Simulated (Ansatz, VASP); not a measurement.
BeTe: VASP beside Ansatz

```
Be Te
1.0
     0.00000    2.83146    2.83146
     2.83146    0.00000    2.83146
     2.83146    2.83146    0.00000
Be Te
1 1
Direct
  0.00000 0.00000 0.00000
  0.75000 0.75000 0.75000
```

Alike in both runs: task single point; functional LDA; k mesh 4 × 4 × 4; no spin polarisation.

```csv
,VASP,Ansatz
version,VASP 6.6.1,Ansatz 0.2.0
potentials or method,"VASP PAW LDA potentials, release 64 (Be, Te), cutoff 600 eV","scalar-relativistic, plane waves, PAW"
occupations,"gaussian, width 0.01 eV",fixed
valence electrons in the cell,8,18
```

VASP gave:

| Quantity | Value |
| --- | --- |
| gap on the k mesh at the Fermi level (eV) | 1.89 |
| least direct gap on the mesh (eV) | 3.58 |
| pressure (GPa) | -2.7 |

Problem. What did Ansatz give for the same quantities?

Solution. gap on the k mesh at the Fermi level (eV): 1.91; least direct gap on the mesh (eV): 3.56; pressure (GPa): -2.9.

LDA's correlation is that of Perdew and Zunger in VASP and of Perdew and Wang (1992) in Ansatz. VASP's potentials hold 8 valence electrons a cell and Ansatz's 18, so a difference there can come from the potentials and not from the codes.

The k mesh is coarse, so the values compare programs but aren't converged. Spin-orbit coupling is off throughout.
